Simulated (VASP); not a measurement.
# CaSe (Fm-3m) in VASP: notebook

The runs below take CaSe through single point, relaxation of cell and atoms, with r2SCAN.

Program: VASP 6.6.1. These are calculated values, not measurements. Logs are shortened: lines on timing, memory, paths and dates and some standing lists are left out, and cuts for length are marked.

## (1) The cell of the first run

Symmetry: Fm-3m, No. 225, cubic system. The conventional cell has a = 6.013 Å, b = 6.013 Å, c = 6.013 Å, α = 90.00°, β = 90.00°, γ = 90.00°. Ca (site symmetry m-3m) has 6 Se at 3.01 Å within 4.0 Å. Se (site symmetry m-3m) has 6 Ca at 3.01 Å within 4.0 Å.

## (2) Single point, r2SCAN

POSCAR reads:

```
CaSe
1.0
    0.0000000000      3.0062741200      3.0062741200
    3.0062741200      0.0000000000      3.0062741200
    3.0062741200      3.0062741200      0.0000000000
Ca Se
1 1
Direct
    0.0000000000      0.0000000000      0.0000000000
    0.5000000000      0.5000000000      0.5000000000
```

INCAR.step1 reads:

```
  PREC = Accurate
  ENCUT = 520
  ISMEAR = -1
  SIGMA = 0.02
  LREAL = False
  LASPH = True
  NELM = 100
  NBANDS = 15
  GGA = PE
  ALGO = Normal
  EDIFF = 1E-4
  LWAVE = True
  LCHARG = False
```

INCAR.step2 reads:

```
  PREC = Accurate
  ENCUT = 520
  EDIFF = 1E-7
  ISMEAR = -1
  SIGMA = 0.02
  LREAL = False
  LASPH = True
  NELM = 100
  ALGO = Normal
  ISIF = 2
  LWAVE = False
  LCHARG = False
  METAGGA = R2SCAN
  LMIXTAU = True
  NBANDS = 15
  ISTART = 1
```

KPOINTS reads:

```
Automatic mesh
0
Gamma
  8 8 8
```

Potentials or basis: VASP PAW PBE potentials, release 64 (Ca_sv, Se).

Command:

```sh
cat potpaw_PBE.64/Ca_sv/POTCAR potpaw_PBE.64/Se/POTCAR > POTCAR
cp INCAR.step1 INCAR
mpirun -np 1 vasp_std > vasp.out
cp INCAR.step2 INCAR
mpirun -np 1 vasp_std > vasp.out
```

OUTCAR:

```text
PREC = Accurate
   ENCUT = 520
   EDIFF = 1E-7
   ISMEAR = -1
   LREAL = False
   LASPH = True
   NELM = 100
   ISIF = 2
   METAGGA = R2SCAN
   ISTART = 1

 ion  position               nearest neighbor table
   1  0.000  0.000  0.000-
   2  0.500  0.500  0.500-

  LATTYP: Found a face centered cubic cell.
 ALAT       =     6.0125482400

  Lattice vectors:

 A1 = (   0.0000000000,   3.0062741200,   3.0062741200)
 A2 = (   3.0062741200,   0.0000000000,   3.0062741200)
 A3 = (   3.0062741200,   3.0062741200,   0.0000000000)

Analysis of symmetry for initial positions (statically):
=====================================================================
 Subroutine PRICEL returns:
 Original cell was already a primitive cell.

 Routine SETGRP: Setting up the symmetry group for a
 face centered cubic supercell.

 Subroutine GETGRP returns: Found 48 space group operations
 (whereof 48 operations were pure point group operations)
 out of a pool of 48 trial point group operations.

The static configuration has the point symmetry O_h .

Analysis of symmetry for dynamics (positions and initial velocities):
=====================================================================
 Subroutine PRICEL returns:
 Original cell was already a primitive cell.

 Routine SETGRP: Setting up the symmetry group for a
 face centered cubic supercell.

 Subroutine GETGRP returns: Found 48 space group operations
 (whereof 48 operations were pure point group operations)
 out of a pool of 48 trial point group operations.

The dynamic configuration has the point symmetry O_h .

 Subroutine INISYM returns: Found 48 space group operations
 (whereof 48 operations are pure point group operations),
 and found     1 'primitive' translations

----------------------------------------------------------------------------------------

                                     Primitive cell

  volume of cell :      54.3395

  direct lattice vectors                    reciprocal lattice vectors
     0.000000000  3.006274120  3.006274120    -0.166318832  0.166318832  0.166318832
     3.006274120  0.000000000  3.006274120     0.166318832 -0.166318832  0.166318832
     3.006274120  3.006274120  0.000000000     0.166318832  0.166318832 -0.166318832

  length of vectors
     4.251513633  4.251513633  4.251513633     0.288072667  0.288072667  0.288072667

  position of ions in fractional coordinates (direct lattice)
     0.000000000  0.000000000  0.000000000
     0.500000000  0.500000000  0.500000000

  ion indices of the primitive-cell ions
   primitive index   ion index
                 1           1
                 2           2

----------------------------------------------------------------------------------------

 KPOINTS: Automatic mesh

Automatic generation of k-mesh.
 Grid dimensions read from file:
 generate k-points for:    8    8    8

 Generating k-lattice:

  Cartesian coordinates                     Fractional coordinates (reciprocal lattice)
    -0.020789854  0.020789854  0.020789854     0.125000000  0.000000000  0.000000000
     0.020789854 -0.020789854  0.020789854     0.000000000  0.125000000  0.000000000
     0.020789854  0.020789854 -0.020789854     0.000000000  0.000000000  0.125000000

  Length of vectors
     0.036009083  0.036009083  0.036009083

  Shift w.r.t. Gamma in fractional coordinates (k-lattice)
     0.000000000  0.000000000  0.000000000

 Subroutine IBZKPT returns following result:
 ===========================================

 Found     29 irreducible k-points:

 Following reciprocal coordinates:
            Coordinates               Weight
  0.000000  0.000000  0.000000      1.000000
  0.125000  0.000000  0.000000      8.000000
  0.250000  0.000000  0.000000      8.000000
  0.375000  0.000000  0.000000      8.000000
  0.500000  0.000000  0.000000      4.000000
  0.125000  0.125000  0.000000      6.000000
[... 16 lines left out ...]
  0.500000  0.250000  0.125000     48.000000
 -0.375000  0.250000  0.125000     24.000000
 [... further k-points ...]
   k-points           NKPTS =     29   k-points in BZ     NKDIM =     29   number of bands    NBANDS=     15
   number of dos      NEDOS =    301   number of ions     NIONS =      2
   total plane-waves  NPLWV =  32768
   dimension x,y,z NGX =    32 NGY =   32 NGZ =   32
   dimension x,y,z NGXF=    64 NGYF=   64 NGZF=   64
   ions per type =               1   1
   NGX,Y,Z   is equivalent  to a cutoff of  12.51, 12.51, 12.51 a.u.
   NGXF,Y,Z  is equivalent  to a cutoff of  25.03, 25.03, 25.03 a.u.
 SYSTEM =  unknown system
   PREC   = accura    normal or accurate (medium, high low for compatibility)
   ISTART =      1    job   : 0-new  1-cont  2-samecut
   ICHARG =      0    charge: 1-file 2-atom 10-const
   ISPIN  =      1    spin polarized calculation?
   LNONCOLLINEAR =      F non collinear calculations
   LSORBIT =      F    spin-orbit coupling
   LASPH  =      T    aspherical Exc in radial PAW
   ENCUT  =  520.0 eV  38.22 Ry    6.18 a.u.   7.90  7.90  7.90*2*pi/ulx,y,z
   NELM   =    100;   NELMIN=  2; NELMDL=  0     # of ELM steps
   EDIFF  = 0.1E-06   stopping-criterion for ELM
   LREAL  =      F    real-space projection
   EDIFFG = 0.1E-05   stopping-criterion for IOM
   NSW    =      0    number of steps for IOM
   IBRION =     -1    ionic relax: 0-MD 1-quasi-New 2-CG
   NFREE  =      0    steps in history (QN), initial steepest desc. (CG)
   ISIF   =      2    stress and relaxation
   ISYM   =      2    0-nonsym 1-usesym 2-fastsym
   POTIM  = 0.5000    time-step for ionic-motion
   TEBEG  =    0.0;   TEEND  =   0.0 temperature during run
   PSTRESS=    0.0 pullay stress
   NELECT =      16.0000    total number of electrons
   NUPDOWN=      -1.0000    fix difference up-down
   EMIN   =  10.00;   EMAX   =-10.00  energy-range for DOS
   EFERMI =   0.00;   METHOD = LEGACY
   ISMEAR =    -1;   SIGMA  =   0.02  broadening in eV -4-tet -1-fermi 0-gaus
   EFERMI_NEDOS =   21; number of points for ismear=-14 and -15
   IALGO  =     38    algorithm
   IMIX   =      4    mixing-type and parameters
     AMIX     =   0.40;   BMIX     =  1.00
     AMIX_MAG =   1.60;   BMIX_MAG =  1.00
  volume/ion in A,a.u.               =      27.17       183.35
  Fermi-wavevector in a.u.,A,eV,Ry     =   1.089121  2.058141 16.139029  1.186185
  Thomas-Fermi vector in A             =   2.225318
   LORBIT       =      0    0 simple, 1 ext, 2 COOP (PROOUT), +10 PAW based schemes
   METAGGA = R2SCAN    functional components
   LHFCALC =     F    Hartree Fock is set to
   AEXX    =    0.0000 exact exchange contribution
   IVDW    =     0    specifies the selected vdW correction
   LEPSILON=     F    determine dielectric tensor
   LRPA    =     F    only Hartree local field effects (RPA)
 non-spin polarized calculation
  energy-cutoff  :      520.00
  volume of cell :       54.34
 maximum number of plane-waves:      1476
   NGX = 15   NGY = 15   NGZ = 15

 number of electron      15.9999999 magnetization

 Free energy of the ion-electron system (eV)
  ---------------------------------------------------
  ext. energy  EPLUGINS =         0.00000000
  ---------------------------------------------------
  free energy    TOTEN  =       -25.96986037 eV

  energy without entropy =      -25.96986037  energy(sigma->0) =      -25.96986037

 E-fermi :   2.3279     XC(G=0):  -9.3628

 val. band max:        1.8550519039   @ k =   0.0000   0.0000   0.0000
 cond. band min:       4.4578743136   @ k =   0.5000   0.5000   0.0000
 fundamental gap:      2.6028224096
 Fermi energy:         2.3279423048

 k-point     1 :       0.0000    0.0000    0.0000
  band No.  band energies     occupation
      1     -39.6000      2.00000
      2     -19.7017      2.00000
      3     -19.7017      2.00000
      4     -19.7017      2.00000
      5     -10.1709      2.00000
      6       1.8550      2.00000
      7       1.8550      2.00000
      8       1.8551      2.00000
      9       5.7131      0.00000
     10       6.0928      0.00000
     11       6.0928      0.00000
     12       6.0928      0.00000
     13       6.6461      0.00000
     14       6.6461      0.00000
     15      12.2464      0.00000

 k-point     2 :       0.1250    0.0000    0.0000
  band No.  band energies     occupation
      1     -39.5992      2.00000
      2     -19.7154      2.00000
      3     -19.7026      2.00000
      4     -19.7025      2.00000
      5     -10.0860      2.00000
      6       1.1638      2.00000
      7       1.6460      2.00000
      8       1.6460      2.00000
      9       5.9951      0.00000
     10       6.2982      0.00000
     11       6.2982      0.00000
     12       6.6321      0.00000
     13       7.0211      0.00000
     14       7.0211      0.00000
     15      12.3033      0.00000

 k-point     3 :       0.2500    0.0000    0.0000
  band No.  band energies     occupation
      1     -39.5974      2.00000
      2     -19.7480      2.00000
      3     -19.7047      2.00000
      4     -19.7047      2.00000
      5      -9.8712      2.00000
      6      -0.0072      2.00000
      7       1.2296      2.00000
      8       1.2296      2.00000
      9       6.1137      0.00000
     10       6.8042      0.00000
     11       6.8042      0.00000
     12       7.9606      0.00000
     13       7.9606      0.00000
     14       8.0127      0.00000
     15      11.7184      0.00000
[... 343 lines left out ...]
 k-point    23 :       0.5000    0.2500    0.1250
  band No.  band energies     occupation
      1     -39.5947      2.00000
      2     -19.7689      2.00000
      3     -19.7264      2.00000
      4     -19.7124      2.00000
      5      -9.6074      2.00000
      6      -0.6748      2.00000
      7       0.5222      2.00000
      8       0.7986      2.00000
      9       6.2530      0.00000
     10       7.5486      0.00000
     11       7.8410      0.00000
     12       7.9739      0.00000
     13       8.4620      0.00000
     14       9.9924      0.00000
     15      10.3699      0.00000

 k-point    24 :      -0.3750    0.2500    0.1250
  band No.  band energies     occupation
      1     -39.5941      2.00000
      2     -19.7761      2.00000
      3     -19.7277      2.00000
      4     -19.7151      2.00000
      5      -9.5426      2.00000
      6      -0.8113      2.00000
      7       0.3358      2.00000
      8       0.7122      2.00000
      9       6.8325      0.00000
     10       7.1193      0.00000
     11       8.0494      0.00000
     12       8.3112      0.00000
     13       8.6371      0.00000
     14       9.5308      0.00000
     15      10.8703      0.00000

 [... further k-points ...]

------------------------ aborting loop because EDIFF is reached ----------------------------------------

  FORCE on cell =-STRESS in cart. coord.  units (eV):
  Direction    XX          YY          ZZ          XY          YZ          ZX
  --------------------------------------------------------------------------------------
  -------------------------------------------------------------------------------------
  Total       -0.5669669     -0.5669669     -0.5669669     -0.0000000      0.0000000      0.0000000
  in kB      -16.7167787    -16.7167787    -16.7167787     -0.0000000      0.0000000      0.0000000
  external PRESSURE =     -16.7167787 kB  Pullay stress =       0.0000000 kB

 VOLUME and BASIS-vectors are now :
 -----------------------------------------------------------------------------
  energy-cutoff  :      520.00
  volume of cell :       54.34
      direct lattice vectors                 reciprocal lattice vectors
     0.000000000  3.006274120  3.006274120    -0.166318832  0.166318832  0.166318832
     3.006274120  0.000000000  3.006274120     0.166318832 -0.166318832  0.166318832
     3.006274120  3.006274120  0.000000000     0.166318832  0.166318832 -0.166318832

 POSITION                                       TOTAL-FORCE (eV/Angst)
 -----------------------------------------------------------------------------------
      0.00000      0.00000      0.00000         0.000000      0.000000     -0.000000
      3.00627      3.00627      3.00627         0.000000     -0.000000      0.000000
 -----------------------------------------------------------------------------------
    total drift:                                0.000000     -0.000000     -0.000000

  FREE ENERGIE OF THE ION-ELECTRON SYSTEM (eV)
  ---------------------------------------------------
  free  energy   TOTEN  =       -25.9698603662 eV

  energy  without entropy=      -25.9698603662  energy(sigma->0) =      -25.96986037
```

It took 77 s on 1 thread of AMD EPYC 9R45 (Zen 5), shared host; peak memory 0.16 GiB.

Results:

* Free energy: -25.9699 eV
* Pressure: -1.7 GPa
* Band gap on the k mesh: 2.60 eV (least direct gap 3.50 eV)

Caveat: the PAW data sets were made with another functional, which shifts forces and pressure a little. A k mesh can miss the band edges.

## (3) Single point, r2SCAN

This run uses another cell than the first one, of 27.69 Å³/atom.

POSCAR reads:

```
CaSe
1.0
    0.0000000000      3.0254228700      3.0254228700
    3.0254228700      0.0000000000      3.0254228700
    3.0254228700      3.0254228700      0.0000000000
Ca Se
1 1
Direct
    0.0000000000      0.0000000000      0.0000000000
    0.5000000000      0.5000000000      0.5000000000
```

INCAR.step1 reads:

```
PREC = Accurate
ENCUT = 520
ISMEAR = -1
SIGMA = 0.02
LREAL = F
LASPH = T
NELM = 100
NBANDS = 15
GGA = PE
ALGO = Normal
EDIFF = 1E-4
LWAVE = T
LCHARG = F
```

INCAR.step2 reads:

```
PREC = Accurate
ENCUT = 520
EDIFF = 1E-7
ISMEAR = -1
SIGMA = 0.02
LREAL = F
LASPH = T
NELM = 100
ALGO = Normal
ISIF = 2
LWAVE = F
LCHARG = F
METAGGA = R2SCAN
LMIXTAU = T
NBANDS = 15
ISTART = 1
```

KPOINTS is that of step 2.

Potentials or basis: VASP PAW PBE potentials, release 64 (Ca_sv, Se).

Command:

```sh
cat potpaw_PBE.64/Ca_sv/POTCAR potpaw_PBE.64/Se/POTCAR > POTCAR
cp INCAR.step1 INCAR
mpirun -np 1 vasp_std > vasp.out
cp INCAR.step2 INCAR
mpirun -np 1 vasp_std > vasp.out
```

Run time: 61 s. Hardware: 1 thread of AMD EPYC 9R45 (Zen 5), shared host; peak memory 0.16 GiB.

Results (log left out):

* Free energy: -25.9565 eV
* Pressure: -2.5 GPa
* Band gap on the k mesh: 2.64 eV (least direct gap 3.52 eV)

Levels at points of the mesh, in eV from the valence-band top:
| k point | band 6 | band 7 | band 8 | band 9 | band 10 | band 11 |
| --- | --- | --- | --- | --- | --- | --- |
| (0.00, 0.00, 0.00) | 0.00 | 0.00 | 0.00 | 3.75 | 4.24 | 4.24 |
| (0.50, 0.00, 0.00) | -3.03 | -1.05 | -1.05 | 4.99 | 5.89 | 5.93 |
| (0.50, 0.50, 0.00) | -2.37 | -0.88 | -0.88 | 2.64 | 5.49 | 5.50 |

Caveat: the PAW data sets were made with another functional, which shifts forces and pressure a little.

## (4) Relaxation of cell and atoms, r2SCAN

This run uses another cell than the first one, of 25.83 Å³/atom.

POSCAR reads:

```
CaSe
1.0
    0.0000000000      2.9560000000      2.9560000000
    2.9560000000      0.0000000000      2.9560000000
    2.9560000000      2.9560000000      0.0000000000
Ca Se
1 1
Direct
    0.0000000000      0.0000000000      0.0000000000
    0.5000000000      0.5000000000      0.5000000000
```

INCAR.step1 reads:

```
  ALGO = Normal
  EDIFF = 1E-4
  ENCUT = 600
  GGA = PE
  ISMEAR = -1
  LASPH = True
  LCHARG = False
  LREAL = False
  LWAVE = True
  NELM = 100
  PREC = Accurate
  SIGMA = 0.02
```

INCAR.step2 reads:

```
  ALGO = Normal
  EDIFF = 1E-6
  EDIFFG = -0.01
  ENCUT = 600
  IBRION = 2
  ISIF = 3
  ISMEAR = -1
  ISTART = 1
  LASPH = True
  LCHARG = False
  LMIXTAU = True
  LREAL = False
  LWAVE = False
  METAGGA = R2SCAN
  NELM = 100
  NSW = 80
  PREC = Accurate
  SIGMA = 0.02
```

KPOINTS reads:

```
k-points
0
Gamma
  8 8 8
```

Command:

```sh
cat potpaw_PBE.64/Ca_sv/POTCAR potpaw_PBE.64/Se/POTCAR > POTCAR
cp INCAR.step1 INCAR
mpirun -np 1 vasp_std > vasp.out
cp INCAR.step2 INCAR
mpirun -np 1 vasp_std > vasp.out
```

It took 3 min on 1 thread of AMD EPYC 9R45 (Zen 5), shared host; peak memory 0.21 GiB.

The run converged. Its results:

| Item | Value |
| --- | --- |
| Free energy | -25.9809 eV |
| Relaxed volume | 26.25 Å³/atom |
| Relaxed cell | a = 4.203 Å, b = 4.203 Å, c = 4.203 Å, α = 60.00°, β = 60.00°, γ = 60.00° |
| Space group after relaxing (to 0.1 Å) | Fm-3m (No. 225) |
| Energy gained by relaxing | 1.1 meV/atom |
| Ionic steps | 3 |
| Pressure after relaxing | 0.0 GPa |
| Band gap on the k mesh | 2.53 eV (least direct gap 3.46 eV) |

Step by step:
```tsv
step	energy change (eV)	largest force (eV/Å)	pressure (GPa)	volume (Å³)
1	0.0000	0.0000	0.87	51.66
2	-0.0021	0.0000	-0.22	52.72
3	-0.0023	0.0000	0.01	52.50
```

Final structure:
```
Ca Se
1.0
     0.00000    2.97193    2.97193
     2.97193    0.00000    2.97193
     2.97193    2.97193    0.00000
Ca Se
1 1
Direct
  0.00000 0.00000 0.00000
  0.50000 0.50000 0.50000
```

Levels at points of the mesh, in eV from the valence-band top:
| k point | band 4 | band 5 | band 6 | band 7 | band 8 | band 9 | band 10 | band 11 | band 12 |
| --- | --- | --- | --- | --- | --- | --- | --- | --- | --- |
| (0.00, 0.00, 0.00) | -21.45 | -12.14 | 0.00 | 0.00 | 0.00 | 4.05 | 4.23 | 4.23 | 4.23 |
| (0.50, 0.00, 0.00) | -21.46 | -11.45 | -3.22 | -1.16 | -1.16 | 5.09 | 6.05 | 6.08 | 6.08 |
| (0.50, 0.50, 0.00) | -21.48 | -11.56 | -2.51 | -0.93 | -0.93 | 2.53 | 5.59 | 5.74 | 6.61 |

Caveat: the PAW data sets were made with another functional, which shifts forces and pressure a little. A k mesh can miss the band edges.

## (5) The runs side by side

| task | cell | cutoff (eV) | gap on the mesh (eV) | pressure (GPa) |
| --- | --- | --- | --- | --- |
| single point | a = 4.252 Å, angles 60.0°, 2 atoms | 520 | 2.60 | -1.7 |
| single point | a = 4.279 Å, angles 60.0°, 2 atoms | 520 | 2.64 | -2.5 |
| relaxation of cell and atoms | relaxed from a = 4.180 Å, angles 60.0°, 2 atoms | 600 | 2.53 | 0.0 |

Alike in all rows: level r2SCAN; potentials or basis VASP PAW PBE potentials, release 64 (Ca_sv, Se); no spin polarisation; k mesh 8 × 8 × 8; smearing fermi-dirac 0.02 eV.

Caveats: the PAW data sets were made with another functional, which shifts forces and pressure a little.

Total energies depend on the potentials used, so only differences within one code and one set of settings carry meaning.
